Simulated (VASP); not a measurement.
# ZnS (F-43m) in VASP: a series of runs

Runs on ZnS. Level: LDA. Tasks: single point.

Program: VASP 6.6.1. These are calculated values, not measurements. Logs are shortened: lines on timing, memory, paths and dates and some standing lists are left out, and cuts for length are marked.

**Measured values to compare with.**

“Electronic, vibrational, and thermodynamic properties of ZnS (zincblende and rocksalt structure)”, 2009, arxiv:0911.5022 quotes, for a bulk crystal of ZnS at 19 K: band gap 3.85 eV (direct).

How close the calculation comes is told below.

**1. The cell of the first run**

It takes space group F-43m (No. 216, cubic). Conventional cell: a = 5.297 Å, b = 5.297 Å, c = 5.297 Å, α = 90.00°, β = 90.00°, γ = 90.00°. Within 3.0 Å of Zn (site symmetry -43m) lie 4 S at 2.29 Å. S (site symmetry -43m) has 4 Zn at 2.29 Å within 3.0 Å.

**2. Single point, LDA**

The input, INCAR:

```
SYSTEM = ZnS
  PREC = Accurate
  ENCUT = 520
  EDIFF = 1E-6
  ISMEAR = 0
  SIGMA = 0.01
  LREAL = .False.
  LASPH = .True.
  NELM = 100
  ALGO = Normal
  ISIF = 2
  LWAVE = .False.
  LCHARG = .False.
  NBANDS = 16
```

The input, KPOINTS:

```
regular mesh
0
Gamma
  8 8 8
  0 0 0
```

The input, POSCAR:

```
ZnS
1.0
    2.6484687084      2.6484687084      0.0000000000
   -2.6484687084      2.6484687084      0.0000000000
    0.0000000000      2.6484687084      2.6484687084
Zn S
1 1
Direct
    0.7500000000      0.2500000000      0.5000000000
    0.0000000000      0.0000000000      0.0000000000
```

Potentials or basis: VASP PAW LDA potentials, release 64 (Zn, S).

The run is started by

```bash
$ cat potpaw_LDA.64/Zn/POTCAR potpaw_LDA.64/S/POTCAR > POTCAR
$ mpirun -np 1 vasp_std > vasp.out
```

OUTCAR:

```text
SYSTEM = ZnS
   PREC = Accurate
   ENCUT = 520
   EDIFF = 1E-6
   ISMEAR = 0
   LREAL = .False.
   LASPH = .True.
   NELM = 100
   ISIF = 2

 ion  position               nearest neighbor table
   1  0.750  0.250  0.500-   2 2.29   2 2.29   2 2.29   2 2.29
   2  0.000  0.000  0.000-   1 2.29   1 2.29   1 2.29   1 2.29

  LATTYP: Found a face centered cubic cell.
 ALAT       =     5.2969374168

  Lattice vectors:

 A1 = (   0.0000000000,   2.6484687084,   2.6484687084)
 A2 = (   2.6484687084,   0.0000000000,   2.6484687084)
 A3 = (   2.6484687084,   2.6484687084,   0.0000000000)

Analysis of symmetry for initial positions (statically):
=====================================================================
 Subroutine PRICEL returns:
 Original cell was already a primitive cell.

 Routine SETGRP: Setting up the symmetry group for a
 face centered cubic supercell.

 Subroutine GETGRP returns: Found 24 space group operations
 (whereof 24 operations were pure point group operations)
 out of a pool of 48 trial point group operations.

The static configuration has the point symmetry T_d .

Analysis of symmetry for dynamics (positions and initial velocities):
=====================================================================
 Subroutine PRICEL returns:
 Original cell was already a primitive cell.

 Routine SETGRP: Setting up the symmetry group for a
 face centered cubic supercell.

 Subroutine GETGRP returns: Found 24 space group operations
 (whereof 24 operations were pure point group operations)
 out of a pool of 48 trial point group operations.

The dynamic configuration has the point symmetry T_d .

 Subroutine INISYM returns: Found 24 space group operations
 (whereof 24 operations are pure point group operations),
 and found     1 'primitive' translations

----------------------------------------------------------------------------------------

                                     Primitive cell

  volume of cell :      37.1548

  direct lattice vectors                    reciprocal lattice vectors
     2.648468708  2.648468708  0.000000000     0.188788336  0.188788336 -0.188788336
    -2.648468708  2.648468708  0.000000000    -0.188788336  0.188788336 -0.188788336
     0.000000000  2.648468708  2.648468708     0.000000000  0.000000000  0.377576672

  length of vectors
     3.745500367  3.745500367  3.745500367     0.326990990  0.326990990  0.377576672

  position of ions in fractional coordinates (direct lattice)
     0.750000000  0.250000000  0.500000000
     0.000000000  0.000000000  0.000000000

  ion indices of the primitive-cell ions
   primitive index   ion index
                 1           1
                 2           2

----------------------------------------------------------------------------------------

 KPOINTS: regular mesh

Automatic generation of k-mesh.
 Grid dimensions read from file:
 generate k-points for:    8    8    8

 Generating k-lattice:

  Cartesian coordinates                     Fractional coordinates (reciprocal lattice)
     0.023598542  0.023598542 -0.023598542     0.125000000  0.000000000  0.000000000
    -0.023598542  0.023598542 -0.023598542     0.000000000  0.125000000  0.000000000
     0.000000000  0.000000000  0.047197084     0.000000000  0.000000000  0.125000000

  Length of vectors
     0.040873874  0.040873874  0.047197084

  Shift w.r.t. Gamma in fractional coordinates (k-lattice)
     0.000000000  0.000000000  0.000000000

 Subroutine IBZKPT returns following result:
 ===========================================

 Found     29 irreducible k-points:

 Following reciprocal coordinates:
            Coordinates               Weight
  0.000000  0.000000  0.000000      1.000000
  0.125000  0.000000  0.000000      8.000000
  0.250000  0.000000  0.000000      8.000000
  0.375000  0.000000  0.000000      8.000000
  0.500000  0.000000  0.000000      4.000000
  0.125000  0.125000  0.000000     12.000000
[... 16 lines left out ...]
  0.375000  0.250000  0.125000     48.000000
  0.500000  0.250000  0.125000     24.000000
 [... further k-points ...]
   k-points           NKPTS =     29   k-points in BZ     NKDIM =     29   number of bands    NBANDS=     16
   number of dos      NEDOS =    301   number of ions     NIONS =      2
   total plane-waves  NPLWV =  21952
   dimension x,y,z NGX =    28 NGY =   28 NGZ =   28
   dimension x,y,z NGXF=    56 NGYF=   56 NGZF=   56
   ions per type =               1   1
   NGX,Y,Z   is equivalent  to a cutoff of  12.43, 12.43, 12.43 a.u.
   NGXF,Y,Z  is equivalent  to a cutoff of  24.86, 24.86, 24.86 a.u.
 SYSTEM =  ZnS
   PREC   = accura    normal or accurate (medium, high low for compatibility)
   ISTART =      0    job   : 0-new  1-cont  2-samecut
   ICHARG =      2    charge: 1-file 2-atom 10-const
   ISPIN  =      1    spin polarized calculation?
   LNONCOLLINEAR =      F non collinear calculations
   LSORBIT =      F    spin-orbit coupling
   LASPH  =      T    aspherical Exc in radial PAW
   ENCUT  =  520.0 eV  38.22 Ry    6.18 a.u.   6.96  6.96  6.96*2*pi/ulx,y,z
   NELM   =    100;   NELMIN=  2; NELMDL= -5     # of ELM steps
   EDIFF  = 0.1E-05   stopping-criterion for ELM
   LREAL  =      F    real-space projection
   EDIFFG = 0.1E-04   stopping-criterion for IOM
   NSW    =      0    number of steps for IOM
   IBRION =     -1    ionic relax: 0-MD 1-quasi-New 2-CG
   NFREE  =      0    steps in history (QN), initial steepest desc. (CG)
   ISIF   =      2    stress and relaxation
   ISYM   =      2    0-nonsym 1-usesym 2-fastsym
   POTIM  = 0.5000    time-step for ionic-motion
   TEBEG  =    0.0;   TEEND  =   0.0 temperature during run
   PSTRESS=    0.0 pullay stress
   NELECT =      18.0000    total number of electrons
   NUPDOWN=      -1.0000    fix difference up-down
   EMIN   =  10.00;   EMAX   =-10.00  energy-range for DOS
   EFERMI =   0.00;   METHOD = LEGACY
   ISMEAR =     0;   SIGMA  =   0.01  broadening in eV -4-tet -1-fermi 0-gaus
   EFERMI_NEDOS =   21; number of points for ismear=-14 and -15
   IALGO  =     38    algorithm
   IMIX   =      4    mixing-type and parameters
     AMIX     =   0.40;   BMIX     =  1.00
     AMIX_MAG =   1.60;   BMIX_MAG =  1.00
  volume/ion in A,a.u.               =      18.58       125.37
  Fermi-wavevector in a.u.,A,eV,Ry     =   1.285763  2.429739 22.492957  1.653186
  Thomas-Fermi vector in A             =   2.417878
   LORBIT       =      0    0 simple, 1 ext, 2 COOP (PROOUT), +10 PAW based schemes
   GGA     = CA    functional components
   LHFCALC =     F    Hartree Fock is set to
   AEXX    =    0.0000 exact exchange contribution
   IVDW    =     0    specifies the selected vdW correction
   LEPSILON=     F    determine dielectric tensor
   LRPA    =     F    only Hartree local field effects (RPA)
 non-spin polarized calculation
 Gauss-broadening in eV      SIGMA  =   0.01
  energy-cutoff  :      520.00
  volume of cell :       37.15
 maximum number of plane-waves:      1012
   NGX = 13   NGY = 13   NGZ = 13

 number of electron      18.0000014 magnetization

 Free energy of the ion-electron system (eV)
  ---------------------------------------------------
  ext. energy  EPLUGINS =         0.00000000
  ---------------------------------------------------
  free energy    TOTEN  =        -8.20752482 eV

  energy without entropy =       -8.20752482  energy(sigma->0) =       -8.20752482

 E-fermi :   2.5558     XC(G=0): -10.3160

 val. band max:        2.5128771063   @ k =   0.0000   0.0000   0.0000
 cond. band min:       4.6725692975   @ k =   0.0000   0.0000   0.0000
 fundamental gap:      2.1596921912
 Fermi energy:         2.5558479439

 k-point     1 :       0.0000    0.0000    0.0000
  band No.  band energies     occupation
      1     -11.0341      2.00000
      2      -4.2435      2.00000
      3      -4.2435      2.00000
      4      -4.2435      2.00000
      5      -3.6905      2.00000
      6      -3.6905      2.00000
[... 8 lines left out ...]
     15      14.3388      0.00000
     16      14.3718      0.00000

 k-point     2 :       0.1250    0.0000    0.0000
  band No.  band energies     occupation
      1     -10.9020      2.00000
      2      -4.2473      2.00000
      3      -4.2201      2.00000
      4      -4.2201      2.00000
      5      -3.6927      2.00000
      6      -3.6927      2.00000
[... 8 lines left out ...]
     15      13.6710      0.00000
     16      15.1543      0.00000

 k-point     3 :       0.2500    0.0000    0.0000
  band No.  band energies     occupation
      1     -10.5541      2.00000
      2      -4.2102      2.00000
      3      -4.1691      2.00000
      4      -4.1691      2.00000
      5      -3.6893      2.00000
      6      -3.6893      2.00000
[... 8 lines left out ...]
     15      13.4530      0.00000
     16      14.5870      0.00000

 k-point     4 :       0.3750    0.0000    0.0000
  band No.  band energies     occupation
      1     -10.1529      2.00000
      2      -4.1295      2.00000
      3      -4.1295      2.00000
      4      -3.9917      2.00000
      5      -3.6696      2.00000
      6      -3.6696      2.00000
[... 8 lines left out ...]
     15      14.6388      0.00000
     16      14.6388      0.00000
[... 324 lines left out ...]
 k-point    22 :       0.2500    0.2500    0.1250
  band No.  band energies     occupation
      1     -10.2796      2.00000
      2      -4.2403      2.00000
      3      -4.0996      2.00000
      4      -4.0708      2.00000
      5      -3.7189      2.00000
      6      -3.6464      2.00000
[... 8 lines left out ...]
     15      15.4059      0.00000
     16      17.7764      0.00000

 k-point    23 :       0.3750    0.2500    0.1250
  band No.  band energies     occupation
      1      -9.9426      2.00000
      2      -4.1330      2.00000
      3      -4.0680      2.00000
      4      -3.9265      2.00000
      5      -3.6725      2.00000
      6      -3.6103      2.00000
[... 8 lines left out ...]
     15      16.4253      0.00000
     16      17.0027      0.00000

 k-point    24 :       0.5000    0.2500    0.1250
  band No.  band energies     occupation
      1      -9.7901      2.00000
      2      -4.1109      2.00000
      3      -4.0417      2.00000
      4      -3.7642      2.00000
      5      -3.6771      2.00000
      6      -3.3784      2.00000
[... 8 lines left out ...]
     15      16.0512      0.00000
     16      16.9737      0.00000

 [... further k-points ...]

------------------------ aborting loop because EDIFF is reached ----------------------------------------

  FORCE on cell =-STRESS in cart. coord.  units (eV):
  Direction    XX          YY          ZZ          XY          YZ          ZX
  --------------------------------------------------------------------------------------
  -------------------------------------------------------------------------------------
  Total        0.0522549      0.0522549      0.0522549     -0.0000000     -0.0000000     -0.0000000
  in kB        2.2533224      2.2533224      2.2533224     -0.0000000     -0.0000000     -0.0000000
  external PRESSURE =       2.2533224 kB  Pullay stress =       0.0000000 kB

 VOLUME and BASIS-vectors are now :
 -----------------------------------------------------------------------------
  energy-cutoff  :      520.00
  volume of cell :       37.15
      direct lattice vectors                 reciprocal lattice vectors
     2.648468708  2.648468708  0.000000000     0.188788336  0.188788336 -0.188788336
    -2.648468708  2.648468708  0.000000000    -0.188788336  0.188788336 -0.188788336
     0.000000000  2.648468708  2.648468708     0.000000000  0.000000000  0.377576672

 POSITION                                       TOTAL-FORCE (eV/Angst)
 -----------------------------------------------------------------------------------
      1.32423      3.97270      1.32423        -0.000000      0.000000      0.000000
      0.00000      0.00000      0.00000         0.000000     -0.000000      0.000000
 -----------------------------------------------------------------------------------
    total drift:                                0.000000      0.000000     -0.000000

  FREE ENERGIE OF THE ION-ELECTRON SYSTEM (eV)
  ---------------------------------------------------
  free  energy   TOTEN  =        -8.2075248208 eV

  energy  without entropy=       -8.2075248208  energy(sigma->0) =       -8.20752482
```

It took 27 s on 1 thread of AMD EPYC 7R13, shared host; peak memory 0.11 GiB.

What came out:

```yaml
Free_energy: -8.2075 eV
Pressure: 0.2 GPa
Band_gap_on_the_k_mesh: 2.16 eV, direct
```

**3. Single point, LDA**

This run uses another cell than the first one, of 18.16 Å³/atom, 0.978 times its volume.

The input, INCAR:

```
ALGO = Normal
EDIFF = 1E-6
ENCUT = 520
ISIF = 2
ISMEAR = 0
LASPH = T
LCHARG = T
LELF = T
LREAL = F
LVHAR = T
LWAVE = F
NBANDS = 16
NELM = 100
PREC = Accurate
SIGMA = 0.01
```

The input, KPOINTS:

```
k-points
0
Gamma
  8 8 8
```

The input, POSCAR:

```
ZnS
1.0
    2.6287199810      2.6287199810      0.0000000000
   -2.6287199810      2.6287199810      0.0000000000
    0.0000000000      2.6287199810      2.6287199810
Zn S
1 1
Direct
    0.7500000000      0.2500000000      0.5000000000
    0.0000000000      0.0000000000      0.0000000000
```

Potentials or basis: VASP PAW LDA potentials, release 64 (Zn, S).

The run is started by

```bash
$ cat potpaw_LDA.64/Zn/POTCAR potpaw_LDA.64/S/POTCAR > POTCAR
$ mpirun -np 1 vasp_std > vasp.out
```

Wall time 28 s (1 thread of AMD EPYC 7R13, shared host); peak memory 0.11 GiB.

It converged, with:

```
Free energy            : -8.2008 eV
Pressure               : 2.3 GPa
Band gap on the k mesh : 2.26 eV, direct
```

Levels at points of the mesh, in eV from the valence-band top:
| k point | band 6 | band 7 | band 8 | band 9 | band 10 | band 11 | band 12 | band 13 |
| --- | --- | --- | --- | --- | --- | --- | --- | --- |
| (0.00, 0.00, 0.00) | -6.28 | 0.00 | 0.00 | 0.00 | 2.26 | 6.19 | 6.19 | 6.19 |
| (0.50, 0.00, 0.00) | -6.07 | -5.92 | -1.00 | -1.00 | 3.27 | 6.74 | 6.74 | 8.92 |
| (0.50, 0.50, 0.00) | -6.03 | -5.00 | -2.56 | -2.56 | 3.00 | 3.87 | 11.34 | 12.35 |

As with any semilocal functional, this LDA gap is likely too small.

**4. Single point, LDA**

This run uses another cell than the first one, of 18.16 Å³/atom, 0.978 times its volume.

The input, INCAR:

```
SYSTEM = ZnS
PREC = Accurate
ENCUT = 520
EDIFF = 1E-6
ISMEAR = 0
SIGMA = 0.01
LREAL = .False.
LASPH = .True.
NELM = 100
ALGO = Normal
ISIF = 2
LWAVE = .False.
LCHARG = .True.
LELF = .True.
LVHAR = .True.
NBANDS = 16
```

The input, KPOINTS:

```
regular mesh
0
Gamma
  8 8 8
  0 0 0
```

POSCAR is that of step 3.

The run is started by

```bash
$ cat potpaw_LDA.64/Zn/POTCAR potpaw_LDA.64/S/POTCAR > POTCAR
$ mpirun -np 1 vasp_std > vasp.out
```

It took 28 s on 1 thread of AMD EPYC 7R13, shared host; peak memory 0.11 GiB.

The run converged. Its results:

| Property | Result |
| --- | --- |
| Free energy | -8.2008 eV |
| Pressure | 2.3 GPa |
| Band gap on the k mesh | 2.26 eV, direct |

Levels at points of the mesh, in eV from the valence-band top:
| k point | band 7 | band 8 | band 9 | band 10 | band 11 | band 12 |
| --- | --- | --- | --- | --- | --- | --- |
| (0.00, 0.00, 0.00) | 0.00 | 0.00 | 0.00 | 2.26 | 6.19 | 6.19 |
| (0.50, 0.00, 0.00) | -5.92 | -1.00 | -1.00 | 3.27 | 6.74 | 6.74 |
| (0.50, 0.50, 0.00) | -5.00 | -2.56 | -2.56 | 3.00 | 3.87 | 11.34 |

**5. Against experiment**

Step 4. Measured gap of ZnS: 3.85 eV (direct; 19 K; quoted in “Electronic, vibrational, and thermodynamic properties of ZnS (zincblende and rocksalt structure)”, 2009, arxiv:0911.5022). This calculation gives 2.26 eV (-1.59 eV). The value is that of LDA, without temperature or zero-point motion. Semilocal functionals fall short of measured gaps as a rule.
